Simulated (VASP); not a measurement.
# CoO (I4/mmm) in VASP: notebook

CoO is run at these levels: PBE; tasks: single point, relaxation of shape and atoms at fixed volume.

Program: VASP 6.6.1. These are calculated values, not measurements. Logs are shortened: lines on timing, memory, paths and dates and some standing lists are left out, and cuts for length are marked.

### Step 1. The cell of the first run

The typed cell holds 2 atoms: a = 2.973 Å, b = 2.973 Å, c = 2.973 Å, α = 119.95°, β = 119.95°, γ = 90.10°.

### Step 2. Single point, PBE, collinear spin, ferromagnetic start (9.30 Å³/atom)

INCAR reads:

```
ALGO = Normal ; EDIFF = 1E-7
ENCUT = 520 ; GGA = PE
ISIF = 2 ; ISMEAR = 0
ISPIN = 2 ; LASPH = True
LCHARG = True ; LELF = True
LMAXMIX = 4 ; LORBIT = 11
LREAL = False ; LVHAR = True
LWAVE = False ; MAGMOM = 2.73 0.35
NBANDS = 18 ; NELM = 150
PREC = Accurate ; SIGMA = 0.1
```

KPOINTS reads:

```
k-points
0
Gamma
  20 20 20
```

POSCAR reads:

```
CoO
1.0
   -1.4876439270      1.4876439270      2.1003515183
    1.4876439270     -1.4876439270      2.1003515183
    1.4876439270      1.4876439270     -2.1003515183
Co O
1 1
Direct
    0.0000000000      0.0000000000      0.0000000000
    0.5000000000      0.5000000000      0.0000000000
```

Potentials or basis: VASP PAW PBE potentials, release 64 (Co, O).

Started as:

```sh
$ cat potpaw_PBE.64/Co/POTCAR potpaw_PBE.64/O/POTCAR > POTCAR
$ mpirun -np 1 vasp_std > vasp.out
```

OUTCAR:

```text
EDIFF = 1E-7
   ENCUT = 520
   GGA = PE
   ISIF = 2
   ISMEAR = 0
   ISPIN = 2
   LASPH = True
   LORBIT = 11
   LREAL = False
   NELM = 150
   PREC = Accurate

 ion  position               nearest neighbor table
   1  0.000  0.000  0.000-   2 2.10   2 2.10   2 2.10   2 2.10   2 2.10   2 2.10
   2  0.500  0.500  0.000-   1 2.10   1 2.10   1 2.10   1 2.10   1 2.10   1 2.10

  LATTYP: Found a body centered tetragonal cell.
 ALAT       =     2.9752878540
 C/A-ratio  =     1.4118644120

  Lattice vectors:

 A1 = (  -1.4876439270,   1.4876439270,   2.1003515183)
 A2 = (   1.4876439270,  -1.4876439270,   2.1003515183)
 A3 = (   1.4876439270,   1.4876439270,  -2.1003515183)

Analysis of symmetry for initial positions (statically):
=====================================================================
 Subroutine PRICEL returns:
 Original cell was already a primitive cell.

 Routine SETGRP: Setting up the symmetry group for a
 body centered tetragonal supercell.

 Subroutine GETGRP returns: Found 16 space group operations
 (whereof 16 operations were pure point group operations)
 out of a pool of 16 trial point group operations.

The static configuration has the point symmetry D_4h.

Analysis of symmetry for dynamics (positions and initial velocities):
=====================================================================
 Subroutine PRICEL returns:
 Original cell was already a primitive cell.

 Routine SETGRP: Setting up the symmetry group for a
 body centered tetragonal supercell.

 Subroutine GETGRP returns: Found 16 space group operations
 (whereof 16 operations were pure point group operations)
 out of a pool of 16 trial point group operations.

The dynamic configuration has the point symmetry D_4h.

Analysis of structural, dynamic, and magnetic symmetry:
=====================================================================
 Subroutine PRICEL returns:
 Original cell was already a primitive cell.

 Routine SETGRP: Setting up the symmetry group for a
 body centered tetragonal supercell.

 Subroutine GETGRP returns: Found 16 space group operations
 (whereof 16 operations were pure point group operations)
 out of a pool of 16 trial point group operations.

The overall configuration has the point symmetry D_4h.

 Subroutine INISYM returns: Found 16 space group operations
 (whereof 16 operations are pure point group operations),
 and found     1 'primitive' translations

----------------------------------------------------------------------------------------

                                     Primitive cell

  volume of cell :      18.5930

  direct lattice vectors                    reciprocal lattice vectors
    -1.487643927  1.487643927  2.100351518     0.000000000  0.336101933  0.238055390
     1.487643927 -1.487643927  2.100351518     0.336101933  0.000000000  0.238055390
     1.487643927  1.487643927 -2.100351518     0.336101933  0.336101933  0.000000000

  length of vectors
     2.972817756  2.972817756  2.972817756     0.411867550  0.411867550  0.475319912

  position of ions in fractional coordinates (direct lattice)
     0.000000000  0.000000000  0.000000000
     0.500000000  0.500000000  0.000000000

  ion indices of the primitive-cell ions
   primitive index   ion index
                 1           1
                 2           2

----------------------------------------------------------------------------------------

 KPOINTS: k-points

Automatic generation of k-mesh.
 Grid dimensions read from file:
 generate k-points for:   20   20   20

 Generating k-lattice:

  Cartesian coordinates                     Fractional coordinates (reciprocal lattice)
     0.000000000  0.016805097  0.011902770     0.050000000  0.000000000  0.000000000
     0.016805097  0.000000000  0.011902770     0.000000000  0.050000000  0.000000000
     0.016805097  0.016805097  0.000000000     0.000000000  0.000000000  0.050000000

  Length of vectors
     0.020593377  0.020593377  0.023765996

  Shift w.r.t. Gamma in fractional coordinates (k-lattice)
     0.000000000  0.000000000  0.000000000

 Subroutine IBZKPT returns following result:
 ===========================================

 Found    641 irreducible k-points:

 Following reciprocal coordinates:
            Coordinates               Weight
  0.000000  0.000000  0.000000      1.000000
  0.050000 -0.000000  0.000000      8.000000
  0.100000 -0.000000  0.000000      8.000000
  0.150000 -0.000000  0.000000      8.000000
  0.200000 -0.000000  0.000000      8.000000
  0.250000 -0.000000  0.000000      8.000000
[... 16 lines left out ...]
 -0.400000  0.050000 -0.000000     16.000000
 -0.350000  0.050000 -0.000000     16.000000
 [... further k-points ...]
   k-points           NKPTS =    641   k-points in BZ     NKDIM =    641   number of bands    NBANDS=     18
   number of dos      NEDOS =    301   number of ions     NIONS =      2
   total plane-waves  NPLWV =  13824
   dimension x,y,z NGX =    24 NGY =   24 NGZ =   24
   dimension x,y,z NGXF=    48 NGYF=   48 NGZF=   48
   ions per type =               1   1
   NGX,Y,Z   is equivalent  to a cutoff of  13.42, 13.42, 13.42 a.u.
   NGXF,Y,Z  is equivalent  to a cutoff of  26.84, 26.84, 26.84 a.u.
 SYSTEM =  unknown system
   PREC   = accura    normal or accurate (medium, high low for compatibility)
   ISTART =      0    job   : 0-new  1-cont  2-samecut
   ICHARG =      2    charge: 1-file 2-atom 10-const
   ISPIN  =      2    spin polarized calculation?
   LNONCOLLINEAR =      F non collinear calculations
   LSORBIT =      F    spin-orbit coupling
   LASPH  =      T    aspherical Exc in radial PAW
   ENCUT  =  520.0 eV  38.22 Ry    6.18 a.u.   5.53  5.53  5.53*2*pi/ulx,y,z
   NELM   =    150;   NELMIN=  2; NELMDL= -5     # of ELM steps
   EDIFF  = 0.1E-06   stopping-criterion for ELM
   LREAL  =      F    real-space projection
   EDIFFG = 0.1E-05   stopping-criterion for IOM
   NSW    =      0    number of steps for IOM
   IBRION =     -1    ionic relax: 0-MD 1-quasi-New 2-CG
   NFREE  =      0    steps in history (QN), initial steepest desc. (CG)
   ISIF   =      2    stress and relaxation
   ISYM   =      2    0-nonsym 1-usesym 2-fastsym
   POTIM  = 0.5000    time-step for ionic-motion
   TEBEG  =    0.0;   TEEND  =   0.0 temperature during run
   PSTRESS=    0.0 pullay stress
   NELECT =      15.0000    total number of electrons
   NUPDOWN=      -1.0000    fix difference up-down
   EMIN   =  10.00;   EMAX   =-10.00  energy-range for DOS
   EFERMI =   0.00;   METHOD = LEGACY
   ISMEAR =     0;   SIGMA  =   0.10  broadening in eV -4-tet -1-fermi 0-gaus
   EFERMI_NEDOS =   21; number of points for ismear=-14 and -15
   IALGO  =     38    algorithm
   IMIX   =      4    mixing-type and parameters
     AMIX     =   0.40;   BMIX     =  1.00
     AMIX_MAG =   1.60;   BMIX_MAG =  1.00
  volume/ion in A,a.u.               =       9.30        62.74
  Fermi-wavevector in a.u.,A,eV,Ry     =   1.524013  2.879966 31.601093  2.322615
  Thomas-Fermi vector in A             =   2.632378
   LORBIT       =     11    0 simple, 1 ext, 2 COOP (PROOUT), +10 PAW based schemes
   GGA     = PE    functional components
   LHFCALC =     F    Hartree Fock is set to
   AEXX    =    0.0000 exact exchange contribution
   IVDW    =     0    specifies the selected vdW correction
   LEPSILON=     F    determine dielectric tensor
   LRPA    =     F    only Hartree local field effects (RPA)
 spin polarized calculation
 Gauss-broadening in eV      SIGMA  =   0.10
  energy-cutoff  :      520.00
  volume of cell :       18.59
 maximum number of plane-waves:       531
 NGX is ok and might be reduce to    24
   NGX = 11   NGY = 11   NGZ = 11

 number of electron      14.9999998 magnetization       2.7684398

 Free energy of the ion-electron system (eV)
  ---------------------------------------------------
  ext. energy  EPLUGINS =         0.00000000
  ---------------------------------------------------
  free energy    TOTEN  =       -13.04940740 eV

  energy without entropy =      -13.02735650  energy(sigma->0) =      -13.03838195

 E-fermi :   8.4621     XC(G=0): -12.6315

 val. band max:        8.4607770548   @ k =  -0.2500   0.3000   0.2000
 cond. band min:       8.4621012079   @ k =  -0.3000   0.4000   0.1000
 fundamental gap:      0.0013241531
 Fermi energy:         8.4620677272

 spin component 1

 k-point     1 :       0.0000    0.0000    0.0000
  band No.  band energies     occupation
      1     -12.0989      1.00000
      2       5.1623      1.00000
      3       5.1673      1.00000
      4       5.1673      1.00000
      5       5.2349      1.00000
      6       5.2352      1.00000
[... 10 lines left out ...]
     17      30.6731      0.00000
     18      33.8689      0.00000
[... 463 lines left out ...]
 k-point    24 :      -0.3500    0.0500   -0.0000
  band No.  band energies     occupation
      1     -11.1334      1.00000
      2       0.9675      1.00000
      3       2.5619      1.00000
      4       2.7063      1.00000
      5       5.9035      1.00000
      6       6.0239      1.00000
[... 10 lines left out ...]
     17      36.0655      0.00000
     18      38.3281      0.00000

 [... further k-points ...]

 spin component 2

 k-point     1 :       0.0000    0.0000    0.0000
  band No.  band energies     occupation
      1     -11.6491      1.00000
      2       5.6633      1.00000
      3       5.6714      1.00000
      4       5.6714      1.00000
      5       7.2708      1.00000
      6       7.2709      1.00000
[... 10 lines left out ...]
     17      31.6078      0.00000
     18      34.6793      0.00000
[... 463 lines left out ...]
 k-point    24 :      -0.3500    0.0500   -0.0000
  band No.  band energies     occupation
      1     -10.6602      1.00000
      2       1.5184      1.00000
      3       3.8299      1.00000
      4       3.9406      1.00000
      5       7.9149      1.00000
      6       8.1486      1.00000
[... 10 lines left out ...]
     17      36.4496      0.00000
     18      38.8875      0.00000

 [... further k-points ...]

------------------------ aborting loop because EDIFF is reached ----------------------------------------

  FORCE on cell =-STRESS in cart. coord.  units (eV):
  Direction    XX          YY          ZZ          XY          YZ          ZX
  --------------------------------------------------------------------------------------
  -------------------------------------------------------------------------------------
  Total        0.4949578      0.4949578      0.5011409      0.0000000      0.0000000      0.0000000
  in kB       42.6509567     42.6509567     43.1837571      0.0000000      0.0000000      0.0000000
  external PRESSURE =      42.8285568 kB  Pullay stress =       0.0000000 kB

 VOLUME and BASIS-vectors are now :
 -----------------------------------------------------------------------------
  energy-cutoff  :      520.00
  volume of cell :       18.59
      direct lattice vectors                 reciprocal lattice vectors
    -1.487643927  1.487643927  2.100351518     0.000000000  0.336101933  0.238055390
     1.487643927 -1.487643927  2.100351518     0.336101933  0.000000000  0.238055390
     1.487643927  1.487643927 -2.100351518     0.336101933  0.336101933  0.000000000

 POSITION                                       TOTAL-FORCE (eV/Angst)
 -----------------------------------------------------------------------------------
      0.00000      0.00000      0.00000        -0.000000     -0.000000     -0.000000
      0.00000      0.00000      2.10035         0.000000      0.000000      0.000000
 -----------------------------------------------------------------------------------
    total drift:                               -0.000000      0.000000     -0.000000

  FREE ENERGIE OF THE ION-ELECTRON SYSTEM (eV)
  ---------------------------------------------------
  free  energy   TOTEN  =       -13.0494073976 eV

  energy  without entropy=      -13.0273565044  energy(sigma->0) =      -13.03838195

 total charge

# of ion       s       p       d       tot
------------------------------------------
    1        0.304   0.381   7.181   7.866
    2        1.557   3.438   0.000   4.995
--------------------------------------------------
tot          1.861   3.819   7.181  12.861

 magnetization (x)

# of ion       s       p       d       tot
------------------------------------------
    1        0.021   0.019   2.419   2.459
    2        0.029   0.235   0.000   0.264
--------------------------------------------------
tot          0.050   0.253   2.419   2.723
```

Run time: 3.3 min. Hardware: 1 thread of Intel Xeon 6975P-C (Granite Rapids), shared host; peak memory 0.43 GiB.

Results:

```yaml
Free_energy: -13.0494 eV
Pressure: 4.3 GPa
Net_moment: 2.77 μB per cell
Site_moments: Co +2.46; O +0.26 μB
Valence_electrons_inside_the_program's_atomic_spheres: Co 7.87; O 5.00
```

Caveat: the cell stands under pressure; a cell with one magnetic atom can't hold antiferromagnetic order, which such compounds often take; semilocal functionals often make such compounds metallic where correlation or magnetic order opens a gap, which also shifts bond lengths.

### Step 3. Relaxation of shape and atoms at fixed volume, PBE, collinear spin, ferromagnetic start (8.43 Å³/atom)

This run uses another cell than the first one, of 8.43 Å³/atom.

INCAR reads:

```
ALGO     = Normal         # electronic algorithm
EDIFF    = 1E-6           # SCF threshold, eV
EDIFFG   = -0.01          # ionic threshold
ENCUT    = 600            # plane-wave cutoff, eV
GGA      = PE             # functional
IBRION   = 2              # ionic algorithm
ISIF     = 4              # what is computed and relaxed
ISMEAR   = 0              # smearing method
ISPIN    = 2              # spin polarisation
KPAR     = 4            
LASPH    = T              # aspherical terms in the spheres
LCHARG   = F              # write CHGCAR
LMAXMIX  = 4              # l up to which the mixer works
LORBIT   = 11             # projections on sites
LREAL    = F              # projectors in reciprocal space
LWAVE    = F              # write WAVECAR
MAGMOM   = 2.73 0.35      # initial moments
NELM     = 150            # most SCF steps
NSW      = 50             # ionic steps
PREC     = Accurate       # precision mode
SIGMA    = 0.1            # smearing width, eV
```

KPOINTS is that of step 2.

POSCAR reads:

```
CoO
1.0
   -1.4395726379      1.4395726379      2.0348562924
    1.4395726379     -1.4395726379      2.0348562924
    1.4395726379      1.4395726379     -2.0348562924
Co O
1 1
Direct
    0.0000000000      0.0000000000      0.0000000000
    0.5000000000      0.5000000000      0.0000000000
```

Potentials or basis: VASP PAW PBE potentials, release 64 (Co, O).

Started as:

```sh
$ cat potpaw_PBE.64/Co/POTCAR potpaw_PBE.64/O/POTCAR > POTCAR
$ mpirun -np 4 vasp_std > vasp.out
```

Wall time 2.5 min (4 MPI ranks of Oxide Virtual Turin-like, shared host); peak memory 0.36 GiB.

It converged, with:

```
Free energy                                           : -12.9060 eV
Pressure after relaxing                               : 23.6 GPa
Net moment                                            : 2.28 μB per cell
Site moments                                          : Co +2.08; O +0.17 μB
Valence electrons inside the program's atomic spheres : Co 8.09; O 5.03
```

Stress tensor (GPa, compression positive):
```
23.51  0.00  0.00
 0.00 23.51  0.00
 0.00  0.00 23.68
```

Final structure:
```xyz
2
Lattice="-1.4396 1.4396 2.0349 1.4396 -1.4396 2.0349 1.4396 1.4396 -2.0349" Properties=species:S:1:pos:R:3 pbc="T T T"
Co    0.0000    0.0000    0.0000
O     0.0000    0.0000    2.0349
```

Levels at points of the mesh, in eV from the Fermi level:
Spin up:
```csv
k point,band 6,band 7,band 8,band 9,band 10,band 11,band 12,band 13
"(0.00, 0.00, 0.00)",-3.05,-2.97,-2.97,-2.97,1.83,17.28,19.33,19.33
"(0.50, 0.00, 0.00)",-1.97,-1.40,0.66,0.67,5.40,10.70,14.43,14.44
"(0.50, 0.50, 0.00)",-2.58,-1.80,-1.61,-1.61,6.94,10.70,12.48,17.43
"(0.50, 0.50, 0.50)",-2.58,-1.80,-1.61,-1.61,6.94,10.70,12.47,17.42
```
Spin down:
```csv
k point,band 4,band 5,band 6,band 7,band 8,band 9
"(0.00, 0.00, 0.00)",-3.45,-1.46,-1.46,-1.46,-0.23,-0.22
"(0.50, 0.00, 0.00)",-5.82,-0.24,-0.24,0.11,2.91,2.92
"(0.50, 0.50, 0.00)",-4.84,-2.89,0.10,0.10,0.37,1.10
"(0.50, 0.50, 0.50)",-4.84,-2.89,0.10,0.10,0.37,1.10
```

Caveat: the relaxation stopped at its first step, so nothing moved; a cell with one magnetic atom can't hold antiferromagnetic order, which such compounds often take; semilocal functionals often make such compounds metallic where correlation or magnetic order opens a gap, which also shifts bond lengths. With open d or f shells a metallic result of PBE can be an artefact of self-interaction; +U or a hybrid may open a gap.
